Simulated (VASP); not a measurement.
# La2Ga3Co2Se2 (I4/mmm) in VASP: single point with PBE

Aim: the single point of La2Ga3Co2Se2 with PBE.

All numbers are computed with VASP 6.6.1; they aren't measurements. Logs are shortened: lines on timing, memory, paths and dates and some standing lists are left out, and cuts for length are marked.

## 1. The cell of the first run

Symmetry: I4/mmm, No. 139, tetragonal system. Conventional cell: a = 4.368 Å, b = 4.368 Å, c = 19.775 Å, α = 90.00°, β = 90.00°, γ = 90.00°. Within 3.4 Å of La (site symmetry 4mm) lie 4 Ga at 2.55 Å. Within 2.9 Å of Co (site symmetry mmm) lie 2 Ga at 2.18 Å and 4 Se at 2.88 Å. Within 3.4 Å of Ga (site symmetry -4m2) lie 4 La at 2.55 Å and 4 Ga at 3.09 Å. Ga (site symmetry 4/mmm) has 4 Co at 2.18 Å within 2.9 Å. Within 3.8 Å of Se (site symmetry 4mm) lie 4 Co at 2.88 Å and 4 La at 3.55 Å and 8 Ga at 3.62 to 3.76 Å and 1 Se at 3.76 Å.

## 2. Single point, PBE

File INCAR:

```
SYSTEM = La2Ga3Co2Se2
  PREC = Accurate
  ENCUT = 520
  EDIFF = 1E-6
  ISMEAR = 1
  SIGMA = 0.0602
  LREAL = .FALSE.
  LASPH = .TRUE.
  NELM = 60
  ALGO = Normal
  ISIF = 2
  LWAVE = .FALSE.
  LCHARG = .TRUE.
  GGA = PE
  LELF = .TRUE.
  LVHAR = .TRUE.
  NBANDS = 56
```

File KPOINTS:

```
Automatic mesh
0
G
  6 6 6
  0 0 0
```

File POSCAR:

```
La2Ga3Co2Se2
1.0
    0.0000000000      4.3682120000      0.0000000000
    4.3682120000      0.0000000000      0.0000000000
    2.1841060000      2.1841060000     -9.8876280000
La Co Ga Se
2 2 3 2
Direct
    0.6834400000      0.6834400000      0.6331200000
    0.3165600000      0.3165600000      0.3668800000
    0.0000000000      0.5000000000      0.0000000000
    0.5000000000      0.0000000000      0.0000000000
    0.2500000000      0.7500000000      0.5000000000
    0.7500000000      0.2500000000      0.5000000000
    0.5000000000      0.5000000000      0.0000000000
    0.0951600000      0.0951600000      0.8096800000
    0.9048400000      0.9048400000      0.1903200000
```

Potentials or basis: VASP PAW PBE potentials, release 64 (La, Co, Ga_d, Se).

On the command line:

```console
$ cat potpaw_PBE.64/La/POTCAR potpaw_PBE.64/Co/POTCAR potpaw_PBE.64/Ga_d/POTCAR potpaw_PBE.64/Se/POTCAR > POTCAR
$ mpirun -np 1 vasp_std > vasp.out
```

OUTCAR:

```text
SYSTEM = La2Ga3Co2Se2
   PREC = Accurate
   ENCUT = 520
   EDIFF = 1E-6
   ISMEAR = 1
   LREAL = .FALSE.
   LASPH = .TRUE.
   NELM = 60
   ISIF = 2
   GGA = PE

 ion  position               nearest neighbor table
   1  0.683  0.683  0.633-   5 2.55   6 2.55   5 2.55   6 2.55
   2  0.317  0.317  0.367-   5 2.55   6 2.55   5 2.55   6 2.55
   3  0.000  0.500  0.000-   7 2.18   7 2.18   8 2.88   9 2.88   9 2.88   8 2.88   4 3.09   4 3.09
                             4 3.09   4 3.09
   4  0.500  0.000  0.000-   7 2.18   7 2.18   8 2.88   9 2.88   8 2.88   9 2.88   3 3.09   3 3.09
                             3 3.09   3 3.09
   5  0.250  0.750  0.500-   1 2.55   2 2.55   2 2.55   1 2.55
   6  0.750  0.250  0.500-   1 2.55   2 2.55   2 2.55   1 2.55
   7  0.500  0.500  0.000-   3 2.18   4 2.18   4 2.18   3 2.18
   8  0.095  0.095  0.810-   3 2.88   4 2.88   3 2.88   4 2.88
   9  0.905  0.905  0.190-   4 2.88   3 2.88   3 2.88   4 2.88

  LATTYP: Found a body centered tetragonal cell.
 ALAT       =     4.3682120000
 C/A-ratio  =     4.5270824768

  Lattice vectors:

 A1 = (  -2.1841060000,   2.1841060000,   9.8876280000)
 A2 = (   2.1841060000,  -2.1841060000,   9.8876280000)
 A3 = (   2.1841060000,   2.1841060000,  -9.8876280000)

Analysis of symmetry for initial positions (statically):
=====================================================================
 Subroutine PRICEL returns:
 Original cell was already a primitive cell.

 Routine SETGRP: Setting up the symmetry group for a
 body centered tetragonal supercell.

 Subroutine GETGRP returns: Found 16 space group operations
 (whereof 16 operations were pure point group operations)
 out of a pool of 16 trial point group operations.

The static configuration has the point symmetry D_4h.

Analysis of symmetry for dynamics (positions and initial velocities):
=====================================================================
 Subroutine PRICEL returns:
 Original cell was already a primitive cell.

 Routine SETGRP: Setting up the symmetry group for a
 body centered tetragonal supercell.

 Subroutine GETGRP returns: Found 16 space group operations
 (whereof 16 operations were pure point group operations)
 out of a pool of 16 trial point group operations.

The dynamic configuration has the point symmetry D_4h.

 Subroutine INISYM returns: Found 16 space group operations
 (whereof 16 operations are pure point group operations),
 and found     1 'primitive' translations

----------------------------------------------------------------------------------------

                                     Primitive cell

  volume of cell :     188.6686

  direct lattice vectors                    reciprocal lattice vectors
     0.000000000  4.368212000  0.000000000     0.000000000  0.228926618  0.050568245
     4.368212000  0.000000000  0.000000000     0.228926618  0.000000000  0.050568245
     2.184106000  2.184106000 -9.887628000     0.000000000  0.000000000 -0.101136491

  length of vectors
     4.368212000  4.368212000 10.358852519     0.234445183  0.234445183  0.101136491

  position of ions in fractional coordinates (direct lattice)
     0.683440000  0.683440000  0.633120000
     0.316560000  0.316560000  0.366880000
     0.000000000  0.500000000  0.000000000
     0.500000000  0.000000000  0.000000000
     0.250000000  0.750000000  0.500000000
     0.750000000  0.250000000  0.500000000
     0.500000000  0.500000000  0.000000000
     0.095160000  0.095160000  0.809680000
     0.904840000  0.904840000  0.190320000

  ion indices of the primitive-cell ions
   primitive index   ion index
                 1           1
                 2           2
                 3           3
                 4           4
                 5           5
                 6           6
                 7           7
                 8           8
                 9           9

----------------------------------------------------------------------------------------

 KPOINTS: Automatic mesh

Automatic generation of k-mesh.
 Grid dimensions read from file:
 generate k-points for:    6    6    6

 Generating k-lattice:

  Cartesian coordinates                     Fractional coordinates (reciprocal lattice)
     0.000000000  0.038154436  0.008428041     0.166666667  0.000000000  0.000000000
     0.038154436  0.000000000  0.008428041     0.000000000  0.166666667  0.000000000
     0.000000000  0.000000000 -0.016856082     0.000000000  0.000000000  0.166666667

  Length of vectors
     0.039074197  0.039074197  0.016856082

  Shift w.r.t. Gamma in fractional coordinates (k-lattice)
     0.000000000  0.000000000  0.000000000

 Subroutine IBZKPT returns following result:
 ===========================================

 Found     30 irreducible k-points:

 Following reciprocal coordinates:
            Coordinates               Weight
  0.000000  0.000000  0.000000      1.000000
  0.166667  0.000000  0.000000      8.000000
  0.333333  0.000000 -0.000000      8.000000
  0.500000  0.000000 -0.000000      4.000000
  0.166667  0.166667  0.000000      8.000000
  0.333333  0.166667 -0.000000     16.000000
[... 16 lines left out ...]
 -0.333333 -0.333333  0.166667      4.000000
 -0.166667 -0.333333  0.166667     16.000000
 [... further k-points ...]
   k-points           NKPTS =     30   k-points in BZ     NKDIM =     30   number of bands    NBANDS=     56
   number of dos      NEDOS =    301   number of ions     NIONS =      9
   total plane-waves  NPLWV =  81920
   dimension x,y,z NGX =    32 NGY =   32 NGZ =   80
   dimension x,y,z NGXF=    64 NGYF=   64 NGZF=  160
   ions per type =               2   2   3   2
   NGX,Y,Z   is equivalent  to a cutoff of  12.18, 12.18, 12.84 a.u.
   NGXF,Y,Z  is equivalent  to a cutoff of  24.36, 24.36, 25.68 a.u.
 SYSTEM =  La2Ga3Co2Se2
   PREC   = accura    normal or accurate (medium, high low for compatibility)
   ISTART =      0    job   : 0-new  1-cont  2-samecut
   ICHARG =      2    charge: 1-file 2-atom 10-const
   ISPIN  =      1    spin polarized calculation?
   LNONCOLLINEAR =      F non collinear calculations
   LSORBIT =      F    spin-orbit coupling
   LASPH  =      T    aspherical Exc in radial PAW
   ENCUT  =  520.0 eV  38.22 Ry    6.18 a.u.   8.12  8.12 19.26*2*pi/ulx,y,z
   NELM   =     60;   NELMIN=  2; NELMDL= -5     # of ELM steps
   EDIFF  = 0.1E-05   stopping-criterion for ELM
   LREAL  =      F    real-space projection
   EDIFFG = 0.1E-04   stopping-criterion for IOM
   NSW    =      0    number of steps for IOM
   IBRION =     -1    ionic relax: 0-MD 1-quasi-New 2-CG
   NFREE  =      0    steps in history (QN), initial steepest desc. (CG)
   ISIF   =      2    stress and relaxation
   ISYM   =      2    0-nonsym 1-usesym 2-fastsym
   POTIM  = 0.5000    time-step for ionic-motion
   TEBEG  =    0.0;   TEEND  =   0.0 temperature during run
   PSTRESS=    0.0 pullay stress
   NELECT =      91.0000    total number of electrons
   NUPDOWN=      -1.0000    fix difference up-down
   EMIN   =  10.00;   EMAX   =-10.00  energy-range for DOS
   EFERMI =   0.00;   METHOD = LEGACY
   ISMEAR =     1;   SIGMA  =   0.06  broadening in eV -4-tet -1-fermi 0-gaus
   EFERMI_NEDOS =   21; number of points for ismear=-14 and -15
   IALGO  =     38    algorithm
   IMIX   =      4    mixing-type and parameters
     AMIX     =   0.40;   BMIX     =  1.00
     AMIX_MAG =   1.60;   BMIX_MAG =  1.00
  volume/ion in A,a.u.               =      20.96       141.47
  Fermi-wavevector in a.u.,A,eV,Ry     =   1.283873  2.426168 22.426895  1.648330
  Thomas-Fermi vector in A             =   2.416100
   LORBIT       =      0    0 simple, 1 ext, 2 COOP (PROOUT), +10 PAW based schemes
   GGA     = PE    functional components
   LHFCALC =     F    Hartree Fock is set to
   AEXX    =    0.0000 exact exchange contribution
   IVDW    =     0    specifies the selected vdW correction
   LEPSILON=     F    determine dielectric tensor
   LRPA    =     F    only Hartree local field effects (RPA)
 non-spin polarized calculation
 Methfessel and Paxton  Order N= 1 SIGMA  =   0.06
  energy-cutoff  :      520.00
  volume of cell :      188.67
 maximum number of plane-waves:      5106
   NGX = 17   NGY = 17   NGZ = 39

 number of electron      90.9999989 magnetization

 Free energy of the ion-electron system (eV)
  ---------------------------------------------------
  ext. energy  EPLUGINS =         0.00000000
  ---------------------------------------------------
  free energy    TOTEN  =       -34.85595883 eV

  energy without entropy =      -34.85678005  energy(sigma->0) =      -34.85623257

 E-fermi :   6.6294     XC(G=0): -10.5557

 val. band max:        6.6181548611   @ k =  -0.1667  -0.1667   0.1667
 cond. band min:       6.6385094866   @ k =   0.3333   0.3333   0.1667
 fundamental gap:      0.0203546255
 Fermi energy:         6.6294056122

 k-point     1 :       0.0000    0.0000    0.0000
  band No.  band energies     occupation
      1     -25.4554      2.00000
      2     -25.3698      2.00000
      3     -10.0186      2.00000
      4      -9.8450      2.00000
      5      -9.8450      2.00000
      6      -9.8171      2.00000
[... 48 lines left out ...]
     55       8.9378      0.00000
     56       9.3116      0.00000

 k-point     2 :       0.1667    0.0000    0.0000
  band No.  band energies     occupation
      1     -25.4455      2.00000
      2     -25.3713      2.00000
      3     -10.0141      2.00000
      4      -9.8707      2.00000
      5      -9.8448      2.00000
      6      -9.8370      2.00000
[... 48 lines left out ...]
     55       9.2671      0.00000
     56       9.4398      0.00000

 k-point     3 :       0.3333    0.0000   -0.0000
  band No.  band energies     occupation
      1     -25.4214      2.00000
      2     -25.3784      2.00000
      3     -10.0466      2.00000
      4      -9.9774      2.00000
      5      -9.8430      2.00000
      6      -9.8289      2.00000
[... 1172 lines left out ...]
 k-point    23 :      -0.3333   -0.3333    0.1667
  band No.  band energies     occupation
      1     -25.3981      2.00000
      2     -25.3765      2.00000
      3     -10.1278      2.00000
      4     -10.0767      2.00000
      5      -9.8253      2.00000
      6      -9.8169      2.00000
[... 48 lines left out ...]
     55       9.4893      0.00000
     56       9.5596      0.00000

 k-point    24 :      -0.1667   -0.3333    0.1667
  band No.  band energies     occupation
      1     -25.4143      2.00000
      2     -25.3771      2.00000
      3     -10.0750      2.00000
      4     -10.0018      2.00000
      5      -9.8323      2.00000
      6      -9.8301      2.00000
[... 48 lines left out ...]
     55       9.4708      0.00000
     56       9.5550      0.00000

 [... further k-points ...]
[... 5 lines left out ...]
  --------------------------------------------------------------------------------------
  -------------------------------------------------------------------------------------
  Total       19.5252814     19.5252814     11.2138318      0.0000000      0.0000000      0.0000000
  in kB      165.8090952    165.8090952     95.2280930      0.0000000      0.0000000      0.0000000
  external PRESSURE =     142.2820944 kB  Pullay stress =       0.0000000 kB

 VOLUME and BASIS-vectors are now :
 -----------------------------------------------------------------------------
  energy-cutoff  :      520.00
  volume of cell :      188.67
      direct lattice vectors                 reciprocal lattice vectors
     0.000000000  4.368212000  0.000000000     0.000000000  0.228926618  0.050568245
     4.368212000  0.000000000  0.000000000     0.228926618  0.000000000  0.050568245
     2.184106000  2.184106000 -9.887628000     0.000000000  0.000000000 -0.101136491

 POSITION                                       TOTAL-FORCE (eV/Angst)
 -----------------------------------------------------------------------------------
      4.36821      4.36821     -6.26006        -0.000000     -0.000000     -8.227174
      2.18411      2.18411     -3.62757         0.000000      0.000000      8.227174
      2.18411      0.00000      0.00000         0.000000      0.000000      0.000000
      0.00000      2.18411      0.00000         0.000000      0.000000      0.000000
      4.36821      2.18411     -4.94381        -0.000000     -0.000000      0.000000
      2.18411      4.36821     -4.94381         0.000000     -0.000000      0.000000
      2.18411      2.18411      0.00000         0.000000      0.000000      0.000000
      2.18411      2.18411     -8.00581         0.000000      0.000000     -1.213491
      4.36821      4.36821     -1.88181        -0.000000     -0.000000      1.213491
 -----------------------------------------------------------------------------------
    total drift:                                0.000000     -0.000000      0.000000

  FREE ENERGIE OF THE ION-ELECTRON SYSTEM (eV)
  ---------------------------------------------------
  free  energy   TOTEN  =       -34.8559588327 eV

  energy  without entropy=      -34.8567800547  energy(sigma->0) =      -34.85623257
```

Wall time 9.6 min (1 thread of Intel Xeon Platinum 8488C (Sapphire Rapids), shared host); peak memory 0.49 GiB.

What came out:

| Item | Value |
| --- | --- |
| Free energy | -34.8560 eV |
| Pressure | 14.2 GPa |
| Largest force | 8.227 eV/Å |
| Band gap on the k mesh | zero (an odd number of electrons rules out a gap without spin polarisation) |

Forces on the atoms (eV/Å):
```
La   0.000  0.000 -8.227
La   0.000  0.000  8.227
Co   0.000  0.000  0.000
Co   0.000  0.000  0.000
Ga   0.000  0.000  0.000
Ga   0.000  0.000  0.000
Ga   0.000  0.000  0.000
Se   0.000  0.000 -1.213
Se   0.000  0.000  1.213
```

Stress tensor (GPa, compression positive):
```
16.58  0.00  0.00
 0.00 16.58  0.00
 0.00  0.00  9.52
```

Levels at points of the mesh, in eV from the Fermi level:
```tsv
k point	band 43	band 44	band 45	band 46	band 47	band 48
(0.00, 0.00, 0.00)	-0.51	-0.35	-0.16	0.22	0.22	0.27
(0.50, 0.00, 0.00)	-0.61	-0.45	-0.33	0.11	0.32	0.64
(0.50, 0.50, 0.00)	-0.42	-0.12	-0.11	0.68	1.27	1.60
(0.00, 0.00, 0.50)	-0.69	-0.41	-0.16	0.07	0.07	0.34
```

Caveat: the cell stands under pressure; spin-orbit coupling is left out, which moves the levels of the heavy elements; the run has no spin polarisation, though such a crystal can be magnetic; forces of over 1 eV/Å act on the atoms, so gaps and moduli don't describe the material at rest.
